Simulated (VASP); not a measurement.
# Pd (Pm-3m) in VASP: a series of runs, part 2 of 2

VASP 6.6.1. Earlier steps stand in the parts before.

## 3. Single point, RPBE

This run uses another cell than the first one, of 18.49 Å³/atom, 0.893 times its volume.

INCAR reads:

```
SYSTEM = Pd
  ALGO = Normal
  EDIFF = 1E-7
  ENCUT = 520
  GGA = RP
  ISIF = 2
  ISMEAR = -1
  LASPH = .TRUE.
  LCHARG = .FALSE.
  LREAL = .FALSE.
  LWAVE = .FALSE.
  NBANDS = 11
  NELM = 60
  PREC = Accurate
  SIGMA = 0.1
```

KPOINTS reads:

```
k-points
0
G
  19 19 19
  0 0 0
```

POSCAR reads:

```
Pd
1.0
    2.6443812518      0.0000000000      0.0000000000
    0.0000000000      2.6443812518      0.0000000000
    0.0000000000      0.0000000000      2.6443812518
Pd
1
Direct
    0.0000000000      0.0000000000      0.0000000000
```

Potentials or basis: VASP PAW PBE potentials, release 64 (Pd).

Started as:

```
> cat potpaw_PBE.64/Pd/POTCAR > POTCAR
> mpirun -np 1 vasp_std > vasp.out
```

OUTCAR:

```text
SYSTEM = Pd
   EDIFF = 1E-7
   ENCUT = 520
   GGA = RP
   ISIF = 2
   ISMEAR = -1
   LASPH = .TRUE.
   LREAL = .FALSE.
   NELM = 60
   PREC = Accurate

 ion  position               nearest neighbor table
   1  0.000  0.000  0.000-

  LATTYP: Found a simple cubic cell.
 ALAT       =     2.6443812518

  Lattice vectors:

 A1 = (   2.6443812518,   0.0000000000,   0.0000000000)
 A2 = (   0.0000000000,   2.6443812518,   0.0000000000)
 A3 = (   0.0000000000,   0.0000000000,   2.6443812518)

Analysis of symmetry for initial positions (statically):
=====================================================================
 Subroutine PRICEL returns:
 Original cell was already a primitive cell.

 Routine SETGRP: Setting up the symmetry group for a
 simple cubic supercell.

 Subroutine GETGRP returns: Found 48 space group operations
 (whereof 48 operations were pure point group operations)
 out of a pool of 48 trial point group operations.

The static configuration has the point symmetry O_h .

Analysis of symmetry for dynamics (positions and initial velocities):
=====================================================================
 Subroutine PRICEL returns:
 Original cell was already a primitive cell.

 Routine SETGRP: Setting up the symmetry group for a
 simple cubic supercell.

 Subroutine GETGRP returns: Found 48 space group operations
 (whereof 48 operations were pure point group operations)
 out of a pool of 48 trial point group operations.

The dynamic configuration has the point symmetry O_h .

 Subroutine INISYM returns: Found 48 space group operations
 (whereof 48 operations are pure point group operations),
 and found     1 'primitive' translations

----------------------------------------------------------------------------------------

                                     Primitive cell

  volume of cell :      18.4915

  direct lattice vectors                    reciprocal lattice vectors
     2.644381252  0.000000000  0.000000000     0.378160297  0.000000000  0.000000000
     0.000000000  2.644381252  0.000000000     0.000000000  0.378160297  0.000000000
     0.000000000  0.000000000  2.644381252     0.000000000  0.000000000  0.378160297

  length of vectors
     2.644381252  2.644381252  2.644381252     0.378160297  0.378160297  0.378160297

  position of ions in fractional coordinates (direct lattice)
     0.000000000  0.000000000  0.000000000

  ion indices of the primitive-cell ions
   primitive index   ion index
                 1           1

----------------------------------------------------------------------------------------

 KPOINTS: k-points

Automatic generation of k-mesh.
 Grid dimensions read from file:
 generate k-points for:   19   19   19

 Generating k-lattice:

  Cartesian coordinates                     Fractional coordinates (reciprocal lattice)
     0.019903174  0.000000000  0.000000000     0.052631579  0.000000000  0.000000000
     0.000000000  0.019903174  0.000000000     0.000000000  0.052631579  0.000000000
     0.000000000  0.000000000  0.019903174     0.000000000  0.000000000  0.052631579

  Length of vectors
     0.019903174  0.019903174  0.019903174

  Shift w.r.t. Gamma in fractional coordinates (k-lattice)
     0.000000000  0.000000000  0.000000000

 Subroutine IBZKPT returns following result:
 ===========================================

 Found    220 irreducible k-points:

 Following reciprocal coordinates:
            Coordinates               Weight
  0.000000  0.000000  0.000000      1.000000
  0.052632  0.000000  0.000000      6.000000
  0.105263  0.000000  0.000000      6.000000
  0.157895  0.000000  0.000000      6.000000
  0.210526  0.000000  0.000000      6.000000
  0.263158  0.000000  0.000000      6.000000
[... 16 lines left out ...]
  0.263158  0.105263  0.000000     24.000000
  0.315789  0.105263  0.000000     24.000000
 [... further k-points ...]
   k-points           NKPTS =    220   k-points in BZ     NKDIM =    220   number of bands    NBANDS=     11
   number of dos      NEDOS =    301   number of ions     NIONS =      1
   total plane-waves  NPLWV =   8000
   dimension x,y,z NGX =    20 NGY =   20 NGZ =   20
   dimension x,y,z NGXF=    40 NGYF=   40 NGZF=   40
   ions per type =               1
   NGX,Y,Z   is equivalent  to a cutoff of  12.57, 12.57, 12.57 a.u.
   NGXF,Y,Z  is equivalent  to a cutoff of  25.15, 25.15, 25.15 a.u.
 SYSTEM =  Pd
   PREC   = accura    normal or accurate (medium, high low for compatibility)
   ISTART =      0    job   : 0-new  1-cont  2-samecut
   ICHARG =      2    charge: 1-file 2-atom 10-const
   ISPIN  =      1    spin polarized calculation?
   LNONCOLLINEAR =      F non collinear calculations
   LSORBIT =      F    spin-orbit coupling
   LASPH  =      T    aspherical Exc in radial PAW
   ENCUT  =  520.0 eV  38.22 Ry    6.18 a.u.   4.92  4.92  4.92*2*pi/ulx,y,z
   NELM   =     60;   NELMIN=  2; NELMDL= -5     # of ELM steps
   EDIFF  = 0.1E-06   stopping-criterion for ELM
   LREAL  =      F    real-space projection
   EDIFFG = 0.1E-05   stopping-criterion for IOM
   NSW    =      0    number of steps for IOM
   IBRION =     -1    ionic relax: 0-MD 1-quasi-New 2-CG
   NFREE  =      0    steps in history (QN), initial steepest desc. (CG)
   ISIF   =      2    stress and relaxation
   ISYM   =      2    0-nonsym 1-usesym 2-fastsym
   POTIM  = 0.5000    time-step for ionic-motion
   TEBEG  =    0.0;   TEEND  =   0.0 temperature during run
   PSTRESS=    0.0 pullay stress
   NELECT =      10.0000    total number of electrons
   NUPDOWN=      -1.0000    fix difference up-down
   EMIN   =  10.00;   EMAX   =-10.00  energy-range for DOS
   EFERMI =   0.00;   METHOD = LEGACY
   ISMEAR =    -1;   SIGMA  =   0.10  broadening in eV -4-tet -1-fermi 0-gaus
   EFERMI_NEDOS =   21; number of points for ismear=-14 and -15
   IALGO  =     38    algorithm
   IMIX   =      4    mixing-type and parameters
     AMIX     =   0.40;   BMIX     =  1.00
     AMIX_MAG =   1.60;   BMIX_MAG =  1.00
  volume/ion in A,a.u.               =      18.49       124.79
  Fermi-wavevector in a.u.,A,eV,Ry     =   1.333780  2.520478 24.204332  1.778968
  Thomas-Fermi vector in A             =   2.462612
   LORBIT       =      0    0 simple, 1 ext, 2 COOP (PROOUT), +10 PAW based schemes
   GGA     = RP    functional components
   LHFCALC =     F    Hartree Fock is set to
   AEXX    =    0.0000 exact exchange contribution
   IVDW    =     0    specifies the selected vdW correction
   LEPSILON=     F    determine dielectric tensor
   LRPA    =     F    only Hartree local field effects (RPA)
 non-spin polarized calculation
  energy-cutoff  :      520.00
  volume of cell :       18.49
 maximum number of plane-waves:       513
 NGX is ok and might be reduce to    20
   NGX =  9   NGY =  9   NGZ =  9

 number of electron      10.0000000 magnetization

 number of electron       9.9999997 magnetization

 Free energy of the ion-electron system (eV)
  ---------------------------------------------------
  ext. energy  EPLUGINS =         0.00000000
  ---------------------------------------------------
  free energy    TOTEN  =        -4.18478301 eV

  energy without entropy =       -4.13700059  energy(sigma->0) =       -4.16089180

 E-fermi :   6.8234     XC(G=0): -11.5620

 val. band max:        6.8218005525   @ k =   0.4211   0.0526   0.0526
 cond. band min:       6.8275459170   @ k =   0.2105   0.0000   0.0000
 fundamental gap:      0.0057453645
 Fermi energy:         6.8233928951

 k-point     1 :       0.0000    0.0000    0.0000
  band No.  band energies     occupation
      1       1.1626      2.00000
      2       2.5818      2.00000
      3       2.5818      2.00000
      4       6.7779      1.22351
      5       6.7779      1.22351
      6       6.7779      1.22350
      7      23.0205      0.00000
      8      23.0205      0.00000
      9      23.0205      0.00000
     10      29.0648      0.00000
     11      29.0898      0.00000
[... 309 lines left out ...]
 k-point    24 :       0.3158    0.1053    0.0000
  band No.  band energies     occupation
      1       2.8161      2.00000
      2       3.1291      2.00000
      3       4.6881      2.00000
      4       5.7642      1.99995
      5       5.9595      1.99965
      6       6.7148      1.49529
      7      15.0788      0.00000
      8      23.5675      0.00000
      9      26.6674      0.00000
     10      26.8549      0.00000
     11      29.8997      0.00000

 [... further k-points ...]

------------------------ aborting loop because EDIFF is reached ----------------------------------------

  FORCE on cell =-STRESS in cart. coord.  units (eV):
  Direction    XX          YY          ZZ          XY          YZ          ZX
  --------------------------------------------------------------------------------------
  -------------------------------------------------------------------------------------
  Total       -0.0231040     -0.0231040     -0.0231040     -0.0000000     -0.0000000      0.0000000
  in kB       -2.0018267     -2.0018267     -2.0018267     -0.0000000     -0.0000000      0.0000000
  external PRESSURE =      -2.0018267 kB  Pullay stress =       0.0000000 kB

 VOLUME and BASIS-vectors are now :
 -----------------------------------------------------------------------------
  energy-cutoff  :      520.00
  volume of cell :       18.49
      direct lattice vectors                 reciprocal lattice vectors
     2.644381252  0.000000000  0.000000000     0.378160297  0.000000000  0.000000000
     0.000000000  2.644381252  0.000000000     0.000000000  0.378160297  0.000000000
     0.000000000  0.000000000  2.644381252     0.000000000  0.000000000  0.378160297

 POSITION                                       TOTAL-FORCE (eV/Angst)
 -----------------------------------------------------------------------------------
      0.00000      0.00000      0.00000         0.000000      0.000000      0.000000
 -----------------------------------------------------------------------------------
    total drift:                               -0.000000     -0.000000     -0.000000

  FREE ENERGIE OF THE ION-ELECTRON SYSTEM (eV)
  ---------------------------------------------------
  free  energy   TOTEN  =        -4.1847830117 eV

  energy  without entropy=       -4.1370005855  energy(sigma->0) =       -4.16089180
```

OSZICAR:

```text
N       E                     dE             d eps       ncg     rms          rms(c)
DAV:   1     0.434658466553E+02    0.43466E+02   -0.50221E+03  4848   0.828E+02
DAV:   2    -0.367303901174E+01   -0.47139E+02   -0.45405E+02  5491   0.174E+02
DAV:   3    -0.429403649667E+01   -0.62100E+00   -0.61906E+00  5754   0.217E+01
DAV:   4    -0.429821207553E+01   -0.41756E-02   -0.41752E-02  5710   0.186E+00
DAV:   5    -0.429828061394E+01   -0.68538E-04   -0.68537E-04  6205   0.213E-01    0.461E+00
DAV:   6    -0.418743568316E+01    0.11084E+00   -0.49241E-01  5341   0.562E+00    0.253E+00
DAV:   7    -0.418537818424E+01    0.20575E-02   -0.25565E-03  5808   0.529E-01    0.142E+00
DAV:   8    -0.418476793611E+01    0.61025E-03   -0.12800E-03  5476   0.289E-01    0.209E-02
DAV:   9    -0.418478142428E+01   -0.13488E-04   -0.12620E-05  7037   0.296E-02    0.847E-03
DAV:  10    -0.418478303366E+01   -0.16094E-05   -0.19970E-06  5641   0.120E-02    0.776E-04
DAV:  11    -0.418478301168E+01    0.21974E-07   -0.17812E-08  4022   0.108E-03
   1 F= -.41847830E+01 E0= -.41608918E+01  d E =-.477824E-01
```

Run time: 25 s. Hardware: 1 thread of AMD EPYC 7R43 (Zen 3), shared host; peak memory 0.12 GiB.

Results:

| Quantity | Value |
| --- | --- |
| Free energy | -4.1848 eV |
| Pressure | -0.2 GPa |
| Band gap on the k mesh | zero (band 5 reaches 7.87 eV, above the bottom of band 6 at 6.20 eV) |

Caveat: the PAW data sets were made with another functional, which shifts forces and pressure a little.

## 4. Relaxation of cell and atoms, RPBE

This run uses another cell than the first one, of 15.89 Å³/atom, 0.767 times its volume.

INCAR reads:

```
SYSTEM = Pd
PREC = Accurate
ENCUT = 600
EDIFF = 1E-7
ISMEAR = -1
SIGMA = 0.1
LREAL = .False.
LASPH = .True.
NELM = 80
ALGO = Normal
ISIF = 3
LWAVE = .False.
LCHARG = .False.
GGA = RP
IBRION = 2
NSW = 80
EDIFFG = -0.01
```

KPOINTS reads:

```
Automatic mesh
0
Gamma
  12 12 12
  0 0 0
```

POSCAR reads:

```
Pd
1.0
    2.5140960172      0.0000000000      0.0000000000
    0.0000000000      2.5140960172      0.0000000000
    0.0000000000      0.0000000000      2.5140960172
Pd
1
Direct
    0.0000000000      0.0000000000      0.0000000000
```

Potentials or basis: VASP PAW PBE potentials, release 64 (Pd).

Started as:

```
> cat potpaw_PBE.64/Pd/POTCAR > POTCAR
> mpirun -np 1 vasp_std > vasp.out
```

OUTCAR:

```text
SYSTEM = Pd
   PREC = Accurate
   ENCUT = 600
   EDIFF = 1E-7
   ISMEAR = -1
   LREAL = .False.
   LASPH = .True.
   NELM = 80
   ISIF = 3
   GGA = RP
   IBRION = 2
   NSW = 80
   EDIFFG = -0.01

 ion  position               nearest neighbor table
   1  0.000  0.000  0.000-

  LATTYP: Found a simple cubic cell.
 ALAT       =     2.5140960172

  Lattice vectors:

 A1 = (   2.5140960172,   0.0000000000,   0.0000000000)
 A2 = (   0.0000000000,   2.5140960172,   0.0000000000)
 A3 = (   0.0000000000,   0.0000000000,   2.5140960172)

Analysis of symmetry for initial positions (statically):
=====================================================================
 Subroutine PRICEL returns:
 Original cell was already a primitive cell.

 Routine SETGRP: Setting up the symmetry group for a
 simple cubic supercell.
[... 360 lines left out ...]

 k-point     1 :       0.0000    0.0000    0.0000
  band No.  band energies     occupation
      1       1.1799      2.00000
      2       2.6049      2.00000
      3       2.6049      2.00000
      4       6.8149      1.13018
      5       6.8149      1.13018
      6       6.8149      1.13018
      7      23.0714      0.00000
      8      23.0714      0.00000
      9      23.0714      0.00000
[... 265 lines left out ...]
 k-point    24 :       0.4167    0.3333    0.0000
  band No.  band energies     occupation
      1       2.9940      2.00000
      2       3.4626      2.00000
      3       5.6614      1.99998
      4       5.9343      1.99977
      5       6.2203      1.99598
      6       9.4952      0.00000
      7      13.6070      0.00000
      8      19.2495      0.00000
      9      22.3426      0.00000

 [... further k-points ...]

------------------------ aborting loop because EDIFF is reached ----------------------------------------

  FORCE on cell =-STRESS in cart. coord.  units (eV):
  Direction    XX          YY          ZZ          XY          YZ          ZX
  --------------------------------------------------------------------------------------
  -------------------------------------------------------------------------------------
  Total        0.0014640      0.0014640      0.0014640     -0.0000000      0.0000000      0.0000000
  in kB        0.1271631      0.1271631      0.1271631     -0.0000000      0.0000000      0.0000000
  external PRESSURE =       0.1271631 kB  Pullay stress =       0.0000000 kB
[... 16 lines left out ...]
  FREE ENERGIE OF THE ION-ELECTRON SYSTEM (eV)
  ---------------------------------------------------
  free  energy   TOTEN  =        -4.1855718415 eV

  energy  without entropy=       -4.1398578881  energy(sigma->0) =       -4.16271486

 reached required accuracy - stopping structural energy minimisation
```

OSZICAR:

```text
N       E                     dE             d eps       ncg     rms          rms(c)
DAV:   1     0.437746236293E+02    0.43775E+02   -0.57761E+03  1520   0.116E+03
DAV:   2    -0.373344117975E+01   -0.47508E+02   -0.46522E+02  1590   0.203E+02
DAV:   3    -0.416847909885E+01   -0.43504E+00   -0.43417E+00  1744   0.226E+01
DAV:   4    -0.417114445404E+01   -0.26654E-02   -0.26652E-02  1749   0.163E+00
[... 108 lines left out ...]
DAV:   1    -0.418567252933E+01   -0.10543E-03   -0.17863E-03  1535   0.478E-01    0.668E-02
DAV:   2    -0.418557394549E+01    0.98584E-04   -0.55411E-04  1531   0.217E-01    0.170E-02
DAV:   3    -0.418557296679E+01    0.97870E-06   -0.13676E-06  1559   0.148E-02    0.961E-03
DAV:   4    -0.418557181671E+01    0.11501E-05   -0.96260E-07  1576   0.834E-03    0.478E-04
DAV:   5    -0.418557184150E+01   -0.24791E-07   -0.12316E-08   826   0.922E-04
  18 F= -.41855718E+01 E0= -.41627149E+01  d E =-.177001E-04
```

CONTCAR:

```text
Pd
   1.00000000000000
     2.6422098933745897   -0.0000000000000000   -0.0000000000000000
     0.0000000000000000    2.6422098933745897   -0.0000000000000000
     0.0000000000000000   -0.0000000000000000    2.6422098933745897
  Pd
     1
Direct
     0.0000000000000000    0.0000000000000000    0.0000000000000000

  0.00000000E+00  0.00000000E+00  0.00000000E+00
```

Run time: 76 s. Hardware: 1 thread of AMD EPYC 7R43 (Zen 3), shared host; peak memory 0.11 GiB.

Results:

```yaml
Free_energy: -4.1856 eV
Relaxed_volume: 18.45 Å³/atom
Relaxed_cell: a = 2.642 Å, b = 2.642 Å, c = 2.642 Å, α = 90.00°, β = 90.00°, γ = 90.00°
Space_group_after_relaxing_to_0.05_Å: Pm-3m (No. 221)
Energy_gained_by_relaxing: 158.8 meV/atom
Ionic_steps: 18
Pressure_after_relaxing: 0.0 GPa
Band_gap_on_the_k_mesh: zero (band 5 reaches 7.97 eV, above the bottom of band 6 at 6.21 eV)
```

The path:
```
step  energy change (eV)  largest force (eV/Å)  pressure (GPa)  volume (Å³)
   1              0.0000                0.0000           23.35        15.89
   2             -0.0208                0.0000          -10.81        21.83
   3             -0.1587                0.0000           -0.42        18.52
   4             -0.1588                0.0000           -0.10        18.47
   5             -0.1588                0.0000            0.20        18.41
   6             -0.1588                0.0000            0.19        18.41
   7             -0.1588                0.0000            0.19        18.42
   8             -0.1588                0.0000            0.19        18.42
   9             -0.1588                0.0000            0.19        18.42
  10             -0.1588                0.0000            0.19        18.42
  11             -0.1588                0.0000            0.19        18.42
  12             -0.1588                0.0000            0.18        18.42
  13             -0.1588                0.0000            0.18        18.42
  14             -0.1588                0.0000            0.18        18.42
  15             -0.1588                0.0000            0.16        18.42
  16             -0.1588                0.0000            0.14        18.42
  17             -0.1588                0.0000            0.10        18.43
  18             -0.1588                0.0000            0.01        18.45
```

Final structure:
```
Pd
1.0
     2.64221    0.00000    0.00000
     0.00000    2.64221    0.00000
     0.00000    0.00000    2.64221
Pd
1
Direct
  0.00000 0.00000 0.00000
```

Levels at points of the mesh, in eV from the Fermi level:
| k point | band 2 | band 3 | band 4 | band 5 | band 6 | band 7 | band 8 | band 9 |
| --- | --- | --- | --- | --- | --- | --- | --- | --- |
| (0.00, 0.00, 0.00) | -4.24 | -4.24 | -0.03 | -0.03 | -0.03 | 16.23 | 16.23 | 16.23 |
| (0.50, 0.00, 0.00) | -3.66 | -1.46 | -1.46 | 0.11 | 0.57 | 4.65 | 18.19 | 20.88 |
| (0.50, 0.50, 0.00) | -3.19 | -1.19 | -1.19 | 1.04 | 5.52 | 5.52 | 11.07 | 12.06 |
| (0.50, 0.50, 0.50) | -3.61 | -3.61 | 1.13 | 1.13 | 10.94 | 10.94 | 10.94 | 11.10 |

Caveat: the volume moved by over 15 % at a fixed basis, so the end points are rough; the PAW data sets were made with another functional, which shifts forces and pressure a little.

## 5. Overview

```tsv
task	cell	k mesh	cutoff (eV)	gap on the mesh (eV)	pressure (GPa)
single point	a = 2.746 Å, 1 atom	13 × 13 × 13	520	none	-8.7
single point	a = 2.644 Å, 1 atom	19 × 19 × 19	520	none	-0.2
relaxation of cell and atoms	relaxed from a = 2.514 Å, 1 atom	12 × 12 × 12	600	none	0.0
```

Alike in all rows: level RPBE; potentials or basis VASP PAW PBE potentials, release 64 (Pd); no spin polarisation; smearing fermi-dirac 0.1 eV.

Caveats: the PAW data sets were made with another functional, which shifts forces and pressure a little; the volume moved by over 15 % at a fixed basis, so the end points are rough (some runs).

Absolute energies hang on the potentials; compare differences alone.
